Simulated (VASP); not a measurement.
Input of a VASP 6.6.1 run:

Contents of INCAR:

```
ALGO     = Normal         # electronic algorithm
EDIFF    = 1E-6           # SCF threshold, eV
ENCUT    = 520            # plane-wave cutoff, eV
GGA      = PE             # functional
ISIF     = 2              # what is computed and relaxed
ISMEAR   = 0              # smearing method
LASPH    = True           # aspherical terms in the spheres
LCHARG   = False          # write CHGCAR
LREAL    = False          # projectors in reciprocal space
LWAVE    = False          # write WAVECAR
NBANDS   = 20             # bands
NELM     = 80             # most SCF steps
PREC     = Accurate       # precision mode
SIGMA    = 0.15           # smearing width, eV
```

KPOINTS

```
k-points
0
Gamma
  12 12 8
```

POSCAR

```
V
1.0
    2.6104537861      0.0000000000      0.0000000000
   -1.3052268930      2.2607192941      0.0000000000
    0.0000000000      0.0000000000      4.6889139310
V
2
Direct
    0.6666666667      0.3333333333      0.7500000000
    0.3333333333      0.6666666667      0.2500000000
```

Potentials or basis: VASP PAW PBE potentials, release 64 (V_sv).

Run with:

```sh
$ cat potpaw_PBE.64/V_sv/POTCAR > POTCAR
$ mpirun -np 1 vasp_std > vasp.out
```

Problem. What does it give for the band gap on the k mesh?

Solution. Zero (band 13 reaches 11.34 eV, above the bottom of band 14 at 9.14 eV).

Problem. What does it give for the pressure?

Solution. 0.2 GPa.

Stress tensor (GPa, compression positive):
```
0.10 0.00 0.00
0.00 0.10 0.00
0.00 0.00 0.36
```
